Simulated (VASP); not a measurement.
**KF (Carobbiite): elastic constants with PBEsol**

KF (Carobbiite):

```xyz
2
Lattice="2.6542 2.6542 0.0000 -2.6542 2.6542 0.0000 0.0000 2.6542 2.6542" Properties=species:S:1:pos:R:3 pbc="T T T"
K     0.0000    0.0000    0.0000
F     0.0000    2.6542    0.0000
```

```
Program                   : VASP 6.6.1
Task                      : elastic constants
Functional                : PBEsol
Potentials or basis       : VASP PAW PBE potentials, release 64 (K_sv, F)
Cutoff                    : 600 eV
k mesh                    : 8 × 8 × 8
Occupations               : gaussian, width 0.01 eV
Spin                      : no spin polarisation
Dipole correction         : no
Ions in elastic constants : relaxed
Further INCAR settings    : ALGO = Normal; EDIFF = 1e-08; NBANDS = 15; IBRION = 6; POTIM = 0.015; NSW = 1; ISIF = 3
```

| Quantity | Value |
| --- | --- |
| Elastic constants C11, C12, C44 | 71, 14, 13 GPa |
| Voigt bulk modulus | 33 GPa |
| Highest phonon frequency at Γ, LO-TO splitting left out | 183 cm⁻¹ |

Phonon frequencies in cm⁻¹ (negative: imaginary):
```tsv
q point	frequencies
(0.000, 0.000, 0.000)	0 0 0 183 183 183
```

Elastic tensor in Voigt notation (GPa, in the Cartesian axes of the cell as first typed):
```
71 14 14  0  0  0
14 71 14  0  0  0
14 14 71  0  0  0
 0  0  0 13  0  0
 0  0  0  0 13  0
 0  0  0  0  0 13
```

Clamped-ion elastic tensor (GPa):
```
71 14 14  0  0  0
14 71 14  0  0  0
14 14 71  0  0  0
 0  0  0 13  0  0
 0  0  0  0 13  0
 0  0  0  0  0 13
```

Run time: 6.8 min on 1 thread of Intel(R) Xeon(R) 6975P-C (Granite Rapids), on a shared host, peak memory 0.31 GiB.

Caveat: the PAW data sets were made with another functional, which shifts forces and pressure a little.
